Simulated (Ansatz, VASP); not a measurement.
## As: VASP beside Ansatz

```
CELL_PARAMETERS angstrom
-1.73981 1.73981 1.73981
1.73981 -1.73981 1.73981
1.73981 1.73981 -1.73981
ATOMIC_POSITIONS crystal
As 0.00000 0.00000 0.00000
```

Alike in both runs: task single point; functional r2SCAN; k mesh 15 × 15 × 15; occupations fermi-dirac, width 0.1 eV; no spin polarisation.

|  | VASP | Ansatz |
| --- | --- | --- |
| version | VASP 6.6.1 | Ansatz 0.2.0 |
| potentials or method | VASP PAW PBE potentials, release 64 (As), cutoff 550 eV | plane waves (500 eV) with PAW, scalar-relativistic |
| valence electrons in the cell | 5 | 15 |

|  | VASP | Ansatz | Ansatz less VASP |
| --- | --- | --- | --- |
| pressure (GPa) | -7.7 | -7.6 | +0.10 |

VASP's potentials were made for PBE, not for r2SCAN. With one functional, cell and mesh, what is left measures potentials, basis and numerics. VASP's potentials hold 5 valence electrons a cell and Ansatz's 15, so a difference there can come from the potentials and not from the codes.
